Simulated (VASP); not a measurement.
# Al18O in VASP: further runs

Runs on Al18O. Level: PBE. Tasks: single point.

Program: VASP 6.6.1. These are calculated values, not measurements. Logs are shortened: lines on timing, memory, paths and dates and some standing lists are left out, and cuts for length are marked.

**1. The cell of the first run**

The cell holds a slab with vacuum, 19 atoms: a = 12.150 Å, b = 5.728 Å, c = 14.864 Å, α = 90.00°, β = 90.00°, γ = 90.00°.

**2. Single point, PBE**

INCAR reads:

```
SYSTEM = Al18O
PREC     = Accurate       ! precision mode
ENCUT    = 520            ! plane-wave cutoff, eV
EDIFF    = 1E-7           ! SCF threshold, eV
ISMEAR   = 0              ! smearing method
SIGMA    = 0.05           ! smearing width, eV
LREAL    = Auto         
LASPH    = .TRUE.         ! aspherical terms in the spheres
NELM     = 100            ! most SCF steps
ALGO     = Normal         ! electronic algorithm
ISIF     = 2              ! what is computed and relaxed
LWAVE    = .FALSE.        ! write WAVECAR
LCHARG   = .FALSE.        ! write CHGCAR
GGA      = PE             ! functional
NBANDS   = 45             ! bands
```

KPOINTS reads:

```
Automatic mesh
0
G
  2 4 1
  0 0 0
```

POSCAR reads:

```
Al18O
1.0
   12.1500000000      0.0000000000      0.0000000000
    0.0000000000      5.7275650000      0.0000000000
    0.0000000000      0.0000000000     14.8637820000
Al O
18 1
Direct
    0.0000000000      0.0000000000      0.0672776000
    0.3333333000      0.0000000000      0.0672776000
    0.6666667000      0.0000000000      0.0672776000
    0.0000000000      0.5000000000      0.0672776000
    0.3333333000      0.5000000000      0.0672776000
    0.6666667000      0.5000000000      0.0672776000
    0.1660739400      0.2501127811      0.1585136674
    0.4963351846      0.2506277823      0.1819662245
    0.8350652392      0.2504661663      0.1685797254
    0.1655019721      0.7499853324      0.1560836654
    0.4991161359      0.7508588085      0.1587914814
    0.8326211447      0.7501576861      0.1609214654
    0.0035767001     -0.0006923701      0.2600598528
    0.3267298200     -0.0234362302      0.2577097957
    0.6699432807     -0.0023649030      0.2612508789
    0.0036901640      0.5014854125      0.2600668292
    0.3271919528      0.5259014262      0.2577986099
    0.6696993237      0.5038161324      0.2613093589
    0.3970287223      0.2509325904      0.2845285659
```

Potentials or basis: VASP PAW PBE potentials, release 64 (Al, O).

Run with:

```bash
$ cat potpaw_PBE.64/Al/POTCAR potpaw_PBE.64/O/POTCAR > POTCAR
$ mpirun -np 1 vasp_std > vasp.out
```

OUTCAR:

```text
SYSTEM = Al18O
   PREC = Accurate
   ENCUT = 520
   EDIFF = 1E-7
   ISMEAR = 0
   LREAL = Auto
   LASPH = .TRUE.
   NELM = 100
   ISIF = 2
   GGA = PE

 ion  position               nearest neighbor table
   1  0.000  0.000  0.067-  10 2.80   7 2.82  12 2.85   4 2.86   4 2.86  13 2.87   9 2.89
   2  0.333  0.000  0.067-  11 2.82  10 2.82   7 2.83  14 2.83   5 2.86   5 2.86   8 2.98
   3  0.667  0.000  0.067-  11 2.83  12 2.84   6 2.86   6 2.86  15 2.88   9 2.92   8 3.04
   4  0.000  0.500  0.067-  10 2.80   7 2.82  12 2.85   1 2.86   1 2.86  16 2.87   9 2.89
   5  0.333  0.500  0.067-  10 2.82  11 2.82   7 2.83  17 2.84   2 2.86   2 2.86   8 2.98
   6  0.667  0.500  0.067-  12 2.84  11 2.84   3 2.86   3 2.86  18 2.88   9 2.91   8 3.04
   7  0.166  0.250  0.159-   4 2.82   1 2.82   5 2.83   2 2.83  10 2.86  10 2.86  13 2.87  16 2.87
                            14 2.90  17 2.92
   8  0.496  0.251  0.182-  19 1.94  18 2.82  15 2.82  14 2.82  17 2.82  11 2.88  11 2.89   5 2.98
                             2 2.98   6 3.04   3 3.04
   9  0.835  0.250  0.169-  15 2.83  18 2.84  13 2.85  16 2.85  12 2.86  12 2.87   4 2.89   1 2.89
                             6 2.91   3 2.92
  10  0.166  0.750  0.156-  17 2.79  14 2.79   4 2.80   1 2.80   5 2.82   2 2.82   7 2.86   7 2.86
                            16 2.88  13 2.88
  11  0.499  0.751  0.159-   2 2.82   5 2.82   3 2.83   6 2.84  17 2.86  14 2.87   8 2.88   8 2.89
                            18 2.94  15 2.94
  12  0.833  0.750  0.161-   3 2.84   6 2.84   1 2.85   4 2.85  18 2.85  15 2.85   9 2.86   9 2.87
[... 4 lines left out ...]
  15  0.670  0.998  0.261-   8 2.82  18 2.83   9 2.83  12 2.85   3 2.88  18 2.90  11 2.94
  16  0.004  0.501  0.260-   9 2.85  13 2.85   4 2.87   7 2.87  13 2.88  10 2.88  12 2.92
  17  0.327  0.526  0.258-  19 1.83  14 2.58  10 2.79   8 2.82   5 2.84  11 2.86   7 2.92  14 3.15

  18  0.670  0.504  0.261-   8 2.82  15 2.83   9 2.84  12 2.85   6 2.88  15 2.90  11 2.94
  19  0.397  0.251  0.285-  14 1.83  17 1.83   8 1.94

  LATTYP: Found a simple orthorhombic cell.
 ALAT       =     5.7275650000
 B/A-ratio  =     2.1213203167
 C/A-ratio  =     2.5951310897

  Lattice vectors:

 A1 = (   0.0000000000,  -5.7275650000,   0.0000000000)
 A2 = (  12.1500000000,   0.0000000000,   0.0000000000)
 A3 = (   0.0000000000,   0.0000000000,  14.8637820000)

Analysis of symmetry for initial positions (statically):
=====================================================================
 Subroutine PRICEL returns:
 Original cell was already a primitive cell.

 Routine SETGRP: Setting up the symmetry group for a
 simple orthorhombic supercell.

 Subroutine GETGRP returns: Found  1 space group operations
 (whereof  1 operations were pure point group operations)
 out of a pool of  8 trial point group operations.
[... 138 lines left out ...]
   POTIM  = 0.5000    time-step for ionic-motion
   TEBEG  =    0.0;   TEEND  =   0.0 temperature during run
   PSTRESS=    0.0 pullay stress
   NELECT =      60.0000    total number of electrons
   NUPDOWN=      -1.0000    fix difference up-down
   EMIN   =  10.00;   EMAX   =-10.00  energy-range for DOS
   EFERMI =   0.00;   METHOD = LEGACY
   ISMEAR =     0;   SIGMA  =   0.05  broadening in eV -4-tet -1-fermi 0-gaus
   EFERMI_NEDOS =   21; number of points for ismear=-14 and -15
   IALGO  =     38    algorithm
   IMIX   =      4    mixing-type and parameters
     AMIX     =   0.40;   BMIX     =  1.00
     AMIX_MAG =   1.60;   BMIX_MAG =  1.00
  volume/ion in A,a.u.               =      54.44       367.38
  Fermi-wavevector in a.u.,A,eV,Ry     =   0.633724  1.197564  5.464180  0.401606
  Thomas-Fermi vector in A             =   1.697477
   LORBIT       =      0    0 simple, 1 ext, 2 COOP (PROOUT), +10 PAW based schemes
   GGA     = PE    functional components
   LHFCALC =     F    Hartree Fock is set to
   AEXX    =    0.0000 exact exchange contribution
   IVDW    =     0    specifies the selected vdW correction
   LEPSILON=     F    determine dielectric tensor
   LRPA    =     F    only Hartree local field effects (RPA)
 non-spin polarized calculation
 Gauss-broadening in eV      SIGMA  =   0.05
  energy-cutoff  :      520.00
  volume of cell :     1034.37
 maximum number of plane-waves:     27867
   NGX = 45   NGY = 21   NGZ = 55

 number of electron      60.0000004 magnetization

 Free energy of the ion-electron system (eV)
  ---------------------------------------------------
  ext. energy  EPLUGINS =         0.00000000
  ---------------------------------------------------
  free energy    TOTEN  =       -68.10688603 eV

  energy without entropy =      -68.09836014  energy(sigma->0) =      -68.10262308

 E-fermi :  -0.5719     XC(G=0):  -4.3597

 val. band max:       -0.5759836155   @ k =   0.5000   0.2500   0.0000
 cond. band min:      -0.2895395254   @ k =   0.0000   0.0000   0.0000
 fundamental gap:      0.2864440900
 Fermi energy:        -0.5719243760

 k-point     1 :       0.0000    0.0000    0.0000
  band No.  band energies     occupation
      1     -20.5793      2.00000
      2     -10.0422      2.00000
      3      -9.1839      2.00000
      4      -9.0153      2.00000
      5      -7.7578      2.00000
      6      -7.1565      2.00000
[... 259 lines left out ...]
     41       1.9295      0.00000
     42       1.9586      0.00000
 [bands above 42 left out]

------------------------ aborting loop because EDIFF is reached ----------------------------------------

  FORCE on cell =-STRESS in cart. coord.  units (eV):
  Direction    XX          YY          ZZ          XY          YZ          ZX
  --------------------------------------------------------------------------------------
  -------------------------------------------------------------------------------------
  Total       -6.4251519    -24.1756508     -0.0747800      0.0174941     -0.0234805      0.0091070
  in kB       -9.9521829    -37.4466632     -0.1158298      0.0270974     -0.0363700      0.0141062
  external PRESSURE =     -15.8382253 kB  Pullay stress =       0.0000000 kB

 VOLUME and BASIS-vectors are now :
 -----------------------------------------------------------------------------
  energy-cutoff  :      520.00
  volume of cell :     1034.37
      direct lattice vectors                 reciprocal lattice vectors
    12.150000000  0.000000000  0.000000000     0.082304527  0.000000000  0.000000000
     0.000000000  5.727565000  0.000000000     0.000000000  0.174594265  0.000000000
     0.000000000  0.000000000 14.863782000     0.000000000  0.000000000  0.067277628

 POSITION                                       TOTAL-FORCE (eV/Angst)
 -----------------------------------------------------------------------------------
      0.00000      0.00000      1.00000        -0.038458      0.086051     -0.067628
      4.05000      0.00000      1.00000         0.111603     -0.153593      0.054198
      8.10000      0.00000      1.00000        -0.079764     -0.008870      0.017672
      0.00000      2.86378      1.00000        -0.038983     -0.084218     -0.068961
      4.05000      2.86378      1.00000         0.115189      0.160725      0.058764
      8.10000      2.86378      1.00000        -0.083758      0.010818      0.020661
[... 11 lines left out ...]
      8.13685      2.88564      3.88405         0.003162     -0.031602     -0.001669
      4.82390      1.43723      4.22917         0.006602      0.000297      0.000109
 -----------------------------------------------------------------------------------
    total drift:                                0.001606     -0.004283      0.000927

  FREE ENERGIE OF THE ION-ELECTRON SYSTEM (eV)
  ---------------------------------------------------
  free  energy   TOTEN  =       -68.1068860272 eV

  energy  without entropy=      -68.0983601387  energy(sigma->0) =      -68.10262308
```

It took 7.5 min on 1 thread of AMD EPYC 9R45 (Zen 5), shared host; peak memory 0.91 GiB.

What came out:

```yaml
Free_energy: -68.1069 eV
Largest_force: 0.206 eV/Å
Band_gap_on_the_k_mesh: zero (bands 30 and 31 overlap by 1.05 eV)
```

Forces in eV/Å, atoms in the order of the input:
```
Al  -0.038  0.086 -0.068
Al   0.112 -0.154  0.054
Al  -0.080 -0.009  0.018
Al  -0.039 -0.084 -0.069
Al   0.115  0.161  0.059
Al  -0.084  0.011  0.021
Al  -0.009  0.001  0.001
Al   0.009  0.002  0.004
Al   0.013 -0.002  0.003
Al  -0.006  0.001 -0.005
Al   0.006 -0.005 -0.008
Al   0.012  0.004 -0.009
Al   0.000  0.026 -0.003
Al  -0.006 -0.003  0.006
Al  -0.003  0.028  0.000
Al  -0.001 -0.025 -0.003
Al  -0.012 -0.006  0.000
Al   0.003 -0.032 -0.002
O    0.007  0.000  0.000
```

Levels at points of the mesh, in eV from the Fermi level:
| k point | band 26 | band 27 | band 28 | band 29 | band 30 | band 31 | band 32 | band 33 | band 34 | band 35 |
| --- | --- | --- | --- | --- | --- | --- | --- | --- | --- | --- |
| (0.00, 0.00, 0.00) | -1.32 | -1.17 | -1.16 | -0.99 | -0.87 | -0.53 | -0.44 | 0.28 | 0.29 | 1.02 |
| (0.50, 0.00, 0.00) | -1.19 | -1.01 | -0.84 | -0.66 | -0.13 | 0.34 | 0.41 | 0.49 | 0.69 | 0.79 |
| (0.00, 0.50, 0.00) | -0.47 | -0.43 | -0.42 | -0.34 | -0.32 | 0.35 | 0.38 | 0.49 | 1.08 | 1.21 |
| (0.50, 0.50, 0.00) | -0.82 | -0.67 | -0.30 | -0.05 | 0.52 | 0.55 | 0.63 | 0.82 | 0.83 | 1.12 |

Caveat: there is no dipole correction, which matters where the two faces differ.

**3. Single point, PBE**

INCAR reads:

```
SYSTEM = Al18O
PREC     = Accurate       ! precision mode
ENCUT    = 520            ! plane-wave cutoff, eV
EDIFF    = 1E-6           ! SCF threshold, eV
ISMEAR   = 0              ! smearing method
SIGMA    = 0.05           ! smearing width, eV
LREAL    = Auto         
LASPH    = .True.         ! aspherical terms in the spheres
NELM     = 80             ! most SCF steps
ALGO     = Normal         ! electronic algorithm
ISIF     = 2              ! what is computed and relaxed
LWAVE    = .False.        ! write WAVECAR
LCHARG   = .False.        ! write CHGCAR
GGA      = PE             ! functional
NBANDS   = 45             ! bands
```

KPOINTS reads:

```
Automatic mesh
0
Gamma
  2 4 1
  0 0 0
```

POSCAR reads:

```
Al18O
1.0
   12.1500000000      0.0000000000      0.0000000000
    0.0000000000      5.7275650000      0.0000000000
    0.0000000000      0.0000000000     14.8637820000
Al O
18 1
Direct
    0.0000000000      0.0000000000      0.0672776283
    0.3333333333      0.0000000000      0.0672776283
    0.6666666667      0.0000000000      0.0672776283
    0.0000000000      0.5000000873      0.0672776283
    0.3333333333      0.5000000873      0.0672776283
    0.6666666667      0.5000000873      0.0672776283
    0.1660739095      0.2501127442      0.1585136946
    0.4963351440      0.2506277973      0.1819662048
    0.8350652675      0.2504661230      0.1685797060
    0.1655019753      0.7499853777      0.1560836939
    0.4991161317      0.7508588728      0.1587914839
    0.8326211523      0.7501577023      0.1609214936
    0.0035767078     -0.0006924409      0.2600598556
    0.3267297942     -0.0234363119      0.2577097807
    0.6699432922     -0.0023648793      0.2612508714
    0.0036901235      0.5014853607      0.2600668524
    0.3271919342      0.5259014957      0.2577985872
    0.6696993416      0.5038161941      0.2613093357
    0.3970287243      0.2509326389      0.2845285944
```

Potentials or basis: VASP PAW PBE potentials, release 64 (Al, O).

Run with:

```bash
$ cat potpaw_PBE.64/Al/POTCAR potpaw_PBE.64/O/POTCAR > POTCAR
$ mpirun -np 1 vasp_std > vasp.out
```

Run time: 7.3 min. Hardware: 1 thread of AMD EPYC 9R45 (Zen 5), shared host; peak memory 0.9 GiB.

Results (log left out):

```
Free energy            : -68.1069 eV
Largest force          : 0.206 eV/Å
Band gap on the k mesh : zero (bands 30 and 31 overlap by 1.05 eV)
```

Forces on the atoms (eV/Å):
```
Al  -0.038  0.086 -0.068
Al   0.112 -0.154  0.054
Al  -0.080 -0.009  0.018
Al  -0.039 -0.084 -0.069
Al   0.115  0.161  0.059
Al  -0.084  0.011  0.021
Al  -0.009  0.001  0.001
Al   0.009  0.002  0.004
Al   0.013 -0.002  0.003
Al  -0.006  0.001 -0.005
Al   0.006 -0.005 -0.008
Al   0.012  0.004 -0.009
Al   0.000  0.026 -0.003
Al  -0.006 -0.003  0.006
Al  -0.003  0.028  0.000
Al  -0.001 -0.025 -0.003
Al  -0.012 -0.006  0.000
Al   0.003 -0.032 -0.002
O    0.006  0.000  0.000
```

Levels at points of the mesh, in eV from the Fermi level:
| k point | band 28 | band 29 | band 30 | band 31 | band 32 | band 33 |
| --- | --- | --- | --- | --- | --- | --- |
| (0.00, 0.00, 0.00) | -1.16 | -0.99 | -0.87 | -0.53 | -0.44 | 0.28 |
| (0.50, 0.00, 0.00) | -0.84 | -0.66 | -0.13 | 0.34 | 0.41 | 0.49 |
| (0.00, 0.50, 0.00) | -0.42 | -0.34 | -0.32 | 0.35 | 0.38 | 0.49 |
| (0.50, 0.50, 0.00) | -0.30 | -0.05 | 0.52 | 0.55 | 0.63 | 0.82 |

Caveat: there is no dipole correction, which matters where the two faces differ.

The gap in the log of VASP goes by the Fermi energy; the results here count the filled bands.